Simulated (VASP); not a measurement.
A run of VASP 6.6.1 is set up as follows.

The input INCAR:

```
PREC = Accurate ; ENCUT = 520
EDIFF = 1E-8 ; ISMEAR = 0
SIGMA = 0.01 ; LREAL = F
LASPH = T ; NELM = 80
ALGO = Normal ; ISIF = 2
LWAVE = F ; LCHARG = F
GGA = PE ; IBRION = 8
NSW = 1 ; LEPSILON = T
```

File KPOINTS:

```
regular mesh
0
Gamma
  10 10 10
```

The input POSCAR:

```
GaN
1.0
    0.0000000000      2.2744141206      2.2744141206
    2.2744141206      0.0000000000      2.2744141206
    2.2744141206      2.2744141206      0.0000000000
Ga N
1 1
Direct
    0.0000000000      0.0000000000      0.0000000000
    0.2500000000      0.2500000000      0.2500000000
```

Potentials or basis: VASP PAW PBE potentials, release 64 (Ga_d, N).

The run is started by

```bash
$ cat potpaw_PBE.64/Ga_d/POTCAR potpaw_PBE.64/N/POTCAR > POTCAR
$ mpirun -np 1 vasp_std > vasp.out
```

(1) What does it give for the electronic dielectric tensor (diagonal)?

(2) Predict the Born charges (mean of the diagonal).

(3) Estimate the highest phonon frequency at Γ, LO-TO splitting left out.

Results:

(1) 6.24.

(2) Ga +2.68; N -2.68 e.

(3) 513 cm⁻¹.
